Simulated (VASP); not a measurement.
# LiF (I4/mmm) in VASP: a series of runs, part 2 of 2

VASP 6.6.1. The steps go on from the part before.

### Step 4. Single point, PBEsol (strain +0.1312 x Voigt [1, 0, 0, 0, 0, 0])

Input file INCAR:

```
SYSTEM = LiF
PREC = Accurate
ENCUT = 520
EDIFF = 1E-6
ISMEAR = 0
SIGMA = 0.05
LREAL = .FALSE.
LASPH = .TRUE.
NELM = 80
ALGO = Normal
ISIF = 2
LWAVE = .FALSE.
LCHARG = .TRUE.
GGA = PS
LELF = .TRUE.
LVHAR = .TRUE.
NBANDS = 12
```

Input file KPOINTS:

```
Automatic mesh
0
G
  10 10 10
  0 0 0
```

Input file POSCAR:

```
LiF
1.0
    0.0000000000      2.0140000000      2.0140000000
    2.2782368000      0.0000000000      2.0140000000
    2.2782368000      2.0140000000      0.0000000000
Li F
1 1
Direct
    0.0000000000      0.0000000000      0.0000000000
    0.5000000000      0.5000000000      0.5000000000
```

Potentials or basis: VASP PAW PBE potentials, release 64 (Li_sv, F).

Command:

```
cat potpaw_PBE.64/Li_sv/POTCAR potpaw_PBE.64/F/POTCAR > POTCAR
mpirun -np 1 vasp_std > vasp.out
```

OUTCAR:

```text
SYSTEM = LiF
   PREC = Accurate
   ENCUT = 520
   EDIFF = 1E-6
   ISMEAR = 0
   LREAL = .FALSE.
   LASPH = .TRUE.
   NELM = 80
   ISIF = 2
   GGA = PS

 ion  position               nearest neighbor table
   1  0.000  0.000  0.000-   2 2.01   2 2.01   2 2.01   2 2.01
   2  0.500  0.500  0.500-   1 2.01   1 2.01   1 2.01   1 2.01

  LATTYP: Found a body centered tetragonal cell.
 ALAT       =     2.8482261146
 C/A-ratio  =     1.5997583818

  Lattice vectors:

 A1 = (   2.2782368000,   0.0000000000,   2.0140000000)
 A2 = (   2.2782368000,   0.0000000000,  -2.0140000000)
 A3 = (  -2.2782368000,   2.0140000000,   0.0000000000)

Analysis of symmetry for initial positions (statically):
=====================================================================
 Subroutine PRICEL returns:
 Original cell was already a primitive cell.

 Routine SETGRP: Setting up the symmetry group for a
 body centered tetragonal supercell.

 Subroutine GETGRP returns: Found 16 space group operations
 (whereof 16 operations were pure point group operations)
 out of a pool of 16 trial point group operations.

The static configuration has the point symmetry D_4h.

Analysis of symmetry for dynamics (positions and initial velocities):
=====================================================================
 Subroutine PRICEL returns:
 Original cell was already a primitive cell.

 Routine SETGRP: Setting up the symmetry group for a
 body centered tetragonal supercell.

 Subroutine GETGRP returns: Found 16 space group operations
 (whereof 16 operations were pure point group operations)
 out of a pool of 16 trial point group operations.

The dynamic configuration has the point symmetry D_4h.

 Subroutine INISYM returns: Found 16 space group operations
 (whereof 16 operations are pure point group operations),
 and found     1 'primitive' translations

----------------------------------------------------------------------------------------
[... 116 lines left out ...]
  Thomas-Fermi vector in A             =   2.462824
   LORBIT       =      0    0 simple, 1 ext, 2 COOP (PROOUT), +10 PAW based schemes
   GGA     = PS    functional components
   LHFCALC =     F    Hartree Fock is set to
   AEXX    =    0.0000 exact exchange contribution
   IVDW    =     0    specifies the selected vdW correction
   LEPSILON=     F    determine dielectric tensor
   LRPA    =     F    only Hartree local field effects (RPA)
 non-spin polarized calculation
 Gauss-broadening in eV      SIGMA  =   0.05
  energy-cutoff  :      520.00
  volume of cell :       18.48
 maximum number of plane-waves:       509
 NGX is ok and might be reduce to    24
   NGX = 11   NGY = 11   NGZ = 11

 number of electron      10.0000009 magnetization

 Free energy of the ion-electron system (eV)
  ---------------------------------------------------
  ext. energy  EPLUGINS =         0.00000000
  ---------------------------------------------------
  free energy    TOTEN  =        -9.77898849 eV

  energy without entropy =       -9.77898849  energy(sigma->0) =       -9.77898849

 E-fermi :  -1.3904     XC(G=0):  -9.5732

 val. band max:       -1.7234985998   @ k =   0.0000   0.0000   0.0000
 cond. band min:       6.0796880450   @ k =   0.0000   0.0000   0.0000
 fundamental gap:      7.8031866448
 Fermi energy:        -1.3904177713

 k-point     1 :       0.0000    0.0000    0.0000
  band No.  band energies     occupation
      1     -42.2661      2.00000
      2     -21.3648      2.00000
      3      -1.8889      2.00000
      4      -1.8889      2.00000
      5      -1.7235      2.00000
      6       6.0797      0.00000
      7      19.0708      0.00000
      8      20.6395      0.00000
      9      21.4178      0.00000
     10      21.4179      0.00000
     11      21.6437      0.00000
     12      21.6437      0.00000
[... 331 lines left out ...]
 k-point    24 :       0.4000    0.3000    0.0000
  band No.  band energies     occupation
      1     -42.2204      2.00000
      2     -20.9237      2.00000
      3      -3.8068      2.00000
      4      -2.8378      2.00000
      5      -2.3059      2.00000
      6      10.3671      0.00000
      7      13.6256      0.00000
      8      15.7740      0.00000
      9      16.4643      0.00000
     10      17.7458      0.00000
     11      29.1663      0.00000
     12      29.7653      0.00000

 [... further k-points ...]
[... 5 lines left out ...]
  --------------------------------------------------------------------------------------
  -------------------------------------------------------------------------------------
  Total       -0.9542390     -0.6447437     -0.6447437     -0.0000000      0.0000000     -0.0000000
  in kB      -82.7217945    -55.8920360    -55.8920360     -0.0000000      0.0000000     -0.0000000
  external PRESSURE =     -64.8352889 kB  Pullay stress =       0.0000000 kB

 VOLUME and BASIS-vectors are now :
 -----------------------------------------------------------------------------
  energy-cutoff  :      520.00
  volume of cell :       18.48
      direct lattice vectors                 reciprocal lattice vectors
     0.000000000  2.014000000  2.014000000    -0.219467968  0.248262165  0.248262165
     2.278236800  0.000000000  2.014000000     0.219467968 -0.248262165  0.248262165
     2.278236800  2.014000000  0.000000000     0.219467968  0.248262165 -0.248262165

 POSITION                                       TOTAL-FORCE (eV/Angst)
 -----------------------------------------------------------------------------------
      0.00000      0.00000      0.00000         0.000000     -0.000000      0.000000
      2.27824      2.01400      2.01400         0.000000      0.000000     -0.000000
 -----------------------------------------------------------------------------------
    total drift:                                0.000000     -0.000000      0.000000

  FREE ENERGIE OF THE ION-ELECTRON SYSTEM (eV)
  ---------------------------------------------------
  free  energy   TOTEN  =        -9.7789884919 eV

  energy  without entropy=       -9.7789884919  energy(sigma->0) =       -9.77898849
```

stdout:

```text
POSCAR found type information on POSCAR LiF
 POSCAR found :  2 types and       2 ions
 scaLAPACK will be used
 -----------------------------------------------------------------------------
|                                                                             |
|                                                                             |
|     You enforced a specific xc type in the INCAR file but a different       |
|     I HOPE YOU KNOW WHAT YOU ARE DOING!                                     |
|                                                                             |
 -----------------------------------------------------------------------------

 LDA part: xc-table for (Slater+PW92), standard interpolation
 POSCAR, INCAR and KPOINTS ok, starting setup
 FFT: planning ... GRIDC
 FFT: planning ... GRID_SOFT
 FFT: planning ... GRID
 WAVECAR not read
 entering main loop
```

It took 15 s on 1 thread of Intel Xeon 6975P-C, shared host; peak memory 0.14 GiB.

Results:

| Quantity | Value |
| --- | --- |
| Free energy | -9.7790 eV |
| Band gap on the k mesh | 7.80 eV, direct |

Levels at points of the mesh, in eV from the valence-band top:
| k point | band 2 | band 3 | band 4 | band 5 | band 6 | band 7 | band 8 | band 9 |
| --- | --- | --- | --- | --- | --- | --- | --- | --- |
| (0.00, 0.00, 0.00) | -19.64 | -0.17 | -0.17 | 0.00 | 7.80 | 20.79 | 22.36 | 23.14 |
| (0.50, 0.00, 0.00) | -19.30 | -2.28 | -0.40 | -0.17 | 9.92 | 15.06 | 16.92 | 18.80 |
| (0.50, 0.50, 0.00) | -19.05 | -2.65 | -1.38 | -0.70 | 14.22 | 15.20 | 16.02 | 17.54 |
| (0.00, 0.50, 0.50) | -19.20 | -2.68 | -0.74 | -0.74 | 12.26 | 15.77 | 16.63 | 19.84 |

Caveat: the cell differs from its parent crystal (strain +0.1312 x Voigt [1, 0, 0, 0, 0, 0]); the cutoff is under 1.25 times the usual one of these potentials, so pressure, stress and relaxed cells hold a basis-set (Pulay) error; the PAW data sets were made with another functional, which shifts forces and pressure a little. A k mesh can miss the band edges.

### Step 5. Single point, PBEsol (strain +0.1500 x Voigt [1, 0, 0, 0, 0, 0])

Input file INCAR:

```
  ALGO = Normal
  EDIFF = 1E-6
  ENCUT = 520
  GGA = PS
  ISIF = 2
  ISMEAR = 0
  LASPH = T
  LCHARG = F
  LREAL = F
  LWAVE = F
  NBANDS = 12
  NELM = 80
  PREC = Accurate
  SIGMA = 0.05
```

Input file KPOINTS:

```
k-points
0
Gamma
  10 10 10
```

Input file POSCAR:

```
LiF
1.0
    0.0000000000      2.0140000000      2.0140000000
    2.3161000000      0.0000000000      2.0140000000
    2.3161000000      2.0140000000      0.0000000000
Li F
1 1
Direct
    0.0000000000      0.0000000000      0.0000000000
    0.5000000000      0.5000000000      0.5000000000
```

Potentials or basis: VASP PAW PBE potentials, release 64 (Li_sv, F).

Command:

```
cat potpaw_PBE.64/Li_sv/POTCAR potpaw_PBE.64/F/POTCAR > POTCAR
mpirun -np 1 vasp_std > vasp.out
```

OUTCAR:

```text
EDIFF = 1E-6
   ENCUT = 520
   GGA = PS
   ISIF = 2
   ISMEAR = 0
   LASPH = T
   LREAL = F
   NELM = 80
   PREC = Accurate

 ion  position               nearest neighbor table
   1  0.000  0.000  0.000-   2 2.01   2 2.01   2 2.01   2 2.01
   2  0.500  0.500  0.500-   1 2.01   1 2.01   1 2.01   1 2.01

  LATTYP: Found a body centered tetragonal cell.
 ALAT       =     2.8482261146
 C/A-ratio  =     1.6263455967

  Lattice vectors:

 A1 = (   2.3161000000,   0.0000000000,   2.0140000000)
 A2 = (   2.3161000000,   0.0000000000,  -2.0140000000)
 A3 = (  -2.3161000000,   2.0140000000,   0.0000000000)

Analysis of symmetry for initial positions (statically):
=====================================================================
 Subroutine PRICEL returns:
 Original cell was already a primitive cell.

 Routine SETGRP: Setting up the symmetry group for a
 body centered tetragonal supercell.

 Subroutine GETGRP returns: Found 16 space group operations
 (whereof 16 operations were pure point group operations)
 out of a pool of 16 trial point group operations.

The static configuration has the point symmetry D_4h.

Analysis of symmetry for dynamics (positions and initial velocities):
=====================================================================
 Subroutine PRICEL returns:
 Original cell was already a primitive cell.

 Routine SETGRP: Setting up the symmetry group for a
 body centered tetragonal supercell.

 Subroutine GETGRP returns: Found 16 space group operations
 (whereof 16 operations were pure point group operations)
 out of a pool of 16 trial point group operations.

The dynamic configuration has the point symmetry D_4h.

 Subroutine INISYM returns: Found 16 space group operations
 (whereof 16 operations are pure point group operations),
 and found     1 'primitive' translations

----------------------------------------------------------------------------------------

                                     Primitive cell

  volume of cell :      18.7891

  direct lattice vectors                    reciprocal lattice vectors
     0.000000000  2.014000000  2.014000000    -0.215880143  0.248262165  0.248262165
     2.316100000  0.000000000  2.014000000     0.215880143 -0.248262165  0.248262165
     2.316100000  2.014000000  0.000000000     0.215880143  0.248262165 -0.248262165

  length of vectors
     2.848226115  3.069285782  3.069285782     0.412155846  0.412155846  0.412155846

  position of ions in fractional coordinates (direct lattice)
     0.000000000  0.000000000  0.000000000
     0.500000000  0.500000000  0.500000000

  ion indices of the primitive-cell ions
   primitive index   ion index
                 1           1
                 2           2

----------------------------------------------------------------------------------------

 KPOINTS: k-points

Automatic generation of k-mesh.
 Grid dimensions read from file:
 generate k-points for:   10   10   10

 Generating k-lattice:

  Cartesian coordinates                     Fractional coordinates (reciprocal lattice)
    -0.021588014  0.024826216  0.024826216     0.100000000 -0.000000000 -0.000000000
     0.021588014 -0.024826216  0.024826216     0.000000000  0.100000000  0.000000000
     0.021588014  0.024826216 -0.024826216     0.000000000  0.000000000  0.100000000

  Length of vectors
     0.041215585  0.041215585  0.041215585

  Shift w.r.t. Gamma in fractional coordinates (k-lattice)
     0.000000000  0.000000000  0.000000000

 Subroutine IBZKPT returns following result:
 ===========================================

 Found    102 irreducible k-points:

 Following reciprocal coordinates:
            Coordinates               Weight
  0.000000  0.000000  0.000000      1.000000
  0.100000  0.000000  0.000000      8.000000
  0.200000  0.000000  0.000000      8.000000
  0.300000 -0.000000 -0.000000      8.000000
  0.400000  0.000000  0.000000      8.000000
  0.500000  0.000000  0.000000      4.000000
[... 16 lines left out ...]
  0.300000  0.300000  0.000000      4.000000
  0.400000  0.300000 -0.000000     16.000000
 [... further k-points ...]
   k-points           NKPTS =    102   k-points in BZ     NKDIM =    102   number of bands    NBANDS=     12
   number of dos      NEDOS =    301   number of ions     NIONS =      2
   total plane-waves  NPLWV =  13824
   dimension x,y,z NGX =    24 NGY =   24 NGZ =   24
   dimension x,y,z NGXF=    48 NGYF=   48 NGZF=   48
   ions per type =               1   1
   NGX,Y,Z   is equivalent  to a cutoff of  14.01, 13.00, 13.00 a.u.
   NGXF,Y,Z  is equivalent  to a cutoff of  28.02, 26.00, 26.00 a.u.
 SYSTEM =  unknown system
   PREC   = accura    normal or accurate (medium, high low for compatibility)
   ISTART =      0    job   : 0-new  1-cont  2-samecut
   ICHARG =      2    charge: 1-file 2-atom 10-const
   ISPIN  =      1    spin polarized calculation?
   LNONCOLLINEAR =      F non collinear calculations
   LSORBIT =      F    spin-orbit coupling
   LASPH  =      T    aspherical Exc in radial PAW
   ENCUT  =  520.0 eV  38.22 Ry    6.18 a.u.   5.30  5.71  5.71*2*pi/ulx,y,z
   NELM   =     80;   NELMIN=  2; NELMDL= -5     # of ELM steps
   EDIFF  = 0.1E-05   stopping-criterion for ELM
   LREAL  =      F    real-space projection
   EDIFFG = 0.1E-04   stopping-criterion for IOM
   NSW    =      0    number of steps for IOM
   IBRION =     -1    ionic relax: 0-MD 1-quasi-New 2-CG
   NFREE  =      0    steps in history (QN), initial steepest desc. (CG)
   ISIF   =      2    stress and relaxation
   ISYM   =      2    0-nonsym 1-usesym 2-fastsym
   POTIM  = 0.5000    time-step for ionic-motion
   TEBEG  =    0.0;   TEEND  =   0.0 temperature during run
   PSTRESS=    0.0 pullay stress
   NELECT =      10.0000    total number of electrons
   NUPDOWN=      -1.0000    fix difference up-down
   EMIN   =  10.00;   EMAX   =-10.00  energy-range for DOS
   EFERMI =   0.00;   METHOD = LEGACY
   ISMEAR =     0;   SIGMA  =   0.05  broadening in eV -4-tet -1-fermi 0-gaus
   EFERMI_NEDOS =   21; number of points for ismear=-14 and -15
   IALGO  =     38    algorithm
   IMIX   =      4    mixing-type and parameters
     AMIX     =   0.40;   BMIX     =  1.00
     AMIX_MAG =   1.60;   BMIX_MAG =  1.00
  volume/ion in A,a.u.               =       9.39        63.40
  Fermi-wavevector in a.u.,A,eV,Ry     =   1.326700  2.507100 23.948064  1.760133
  Thomas-Fermi vector in A             =   2.456067
   LORBIT       =      0    0 simple, 1 ext, 2 COOP (PROOUT), +10 PAW based schemes
   GGA     = PS    functional components
   LHFCALC =     F    Hartree Fock is set to
   AEXX    =    0.0000 exact exchange contribution
   IVDW    =     0    specifies the selected vdW correction
   LEPSILON=     F    determine dielectric tensor
   LRPA    =     F    only Hartree local field effects (RPA)
 non-spin polarized calculation
 Gauss-broadening in eV      SIGMA  =   0.05
  energy-cutoff  :      520.00
  volume of cell :       18.79
 maximum number of plane-waves:       521
 NGX is ok and might be reduce to    24
   NGX = 11   NGY = 11   NGZ = 11

 number of electron      10.0000005 magnetization

 Free energy of the ion-electron system (eV)
  ---------------------------------------------------
  ext. energy  EPLUGINS =         0.00000000
  ---------------------------------------------------
  free energy    TOTEN  =        -9.76396041 eV

  energy without entropy =       -9.76396041  energy(sigma->0) =       -9.76396041

 E-fermi :  -1.5416     XC(G=0):  -9.4879

 val. band max:       -1.8154011875   @ k =   0.0000   0.0000   0.0000
 cond. band min:       5.8672515768   @ k =   0.0000   0.0000   0.0000
 fundamental gap:      7.6826527644
 Fermi energy:        -1.5416199952

 k-point     1 :       0.0000    0.0000    0.0000
  band No.  band energies     occupation
      1     -42.3830      2.00000
      2     -21.4176      2.00000
      3      -1.9851      2.00000
      4      -1.9851      2.00000
      5      -1.8154      2.00000
      6       5.8673      0.00000
      7      18.6533      0.00000
      8      20.3641      0.00000
      9      21.2531      0.00000
     10      21.2531      0.00000
     11      21.4941      0.00000
     12      21.4941      0.00000
[... 331 lines left out ...]
 k-point    24 :       0.4000    0.3000   -0.0000
  band No.  band energies     occupation
      1     -42.3391      2.00000
      2     -20.9883      2.00000
      3      -3.8558      2.00000
      4      -2.9459      2.00000
      5      -2.3594      2.00000
      6      10.1863      0.00000
      7      13.4015      0.00000
      8      15.5998      0.00000
      9      16.1929      0.00000
     10      17.5026      0.00000
     11      28.6423      0.00000
     12      29.2161      0.00000

 [... further k-points ...]
[... 5 lines left out ...]
  --------------------------------------------------------------------------------------
  -------------------------------------------------------------------------------------
  Total       -0.9846322     -0.7036635     -0.7036635     -0.0000000      0.0000000      0.0000000
  in kB      -83.9611529    -60.0025036    -60.0025036     -0.0000000      0.0000000      0.0000000
  external PRESSURE =     -67.9887201 kB  Pullay stress =       0.0000000 kB

 VOLUME and BASIS-vectors are now :
 -----------------------------------------------------------------------------
  energy-cutoff  :      520.00
  volume of cell :       18.79
      direct lattice vectors                 reciprocal lattice vectors
     0.000000000  2.014000000  2.014000000    -0.215880143  0.248262165  0.248262165
     2.316100000  0.000000000  2.014000000     0.215880143 -0.248262165  0.248262165
     2.316100000  2.014000000  0.000000000     0.215880143  0.248262165 -0.248262165

 POSITION                                       TOTAL-FORCE (eV/Angst)
 -----------------------------------------------------------------------------------
      0.00000      0.00000      0.00000         0.000000     -0.000000      0.000000
      2.31610      2.01400      2.01400         0.000000      0.000000     -0.000000
 -----------------------------------------------------------------------------------
    total drift:                                0.000000     -0.000000      0.000000

  FREE ENERGIE OF THE ION-ELECTRON SYSTEM (eV)
  ---------------------------------------------------
  free  energy   TOTEN  =        -9.7639604113 eV

  energy  without entropy=       -9.7639604113  energy(sigma->0) =       -9.76396041
```

It took 13 s on 1 thread of Intel Xeon 6975P-C, shared host; peak memory 0.14 GiB.

What came out:

```yaml
Free_energy: -9.7640 eV
Band_gap_on_the_k_mesh: 7.68 eV, direct
```

Caveat: the cell differs from its parent crystal (strain +0.1500 x Voigt [1, 0, 0, 0, 0, 0]); the cutoff is under 1.25 times the usual one of these potentials, so pressure, stress and relaxed cells hold a basis-set (Pulay) error; the PAW data sets were made with another functional, which shifts forces and pressure a little. A k mesh can miss the band edges.

### Step 6. Summary

```tsv
cell	gap on the mesh (eV)
a = 2.848, b = 2.693, c = 2.693 Å, angles 63.9, 58.1, 58.1°, 2 atoms	9.84
a = 2.848, b = 3.013, c = 3.013 Å, angles 56.4, 61.8, 61.8°, 2 atoms	7.93
a = 2.848, b = 3.041, c = 3.041 Å, angles 55.9, 62.1, 62.1°, 2 atoms	7.80
a = 2.848, b = 3.069, c = 3.069 Å, angles 55.3, 62.4, 62.4°, 2 atoms	7.68
```

Alike in all rows: task single point; level PBEsol; potentials or basis VASP PAW PBE potentials, release 64 (Li_sv, F); no spin polarisation; k mesh 10 × 10 × 10; cutoff (eV) 520; smearing gaussian 0.05 eV.

Caveats: the cutoff is under 1.25 times the usual one of these potentials, so pressure, stress and relaxed cells hold a basis-set (Pulay) error; the PAW data sets were made with another functional, which shifts forces and pressure a little.

Total energies depend on the potentials used, so only differences within one code and one set of settings carry meaning.
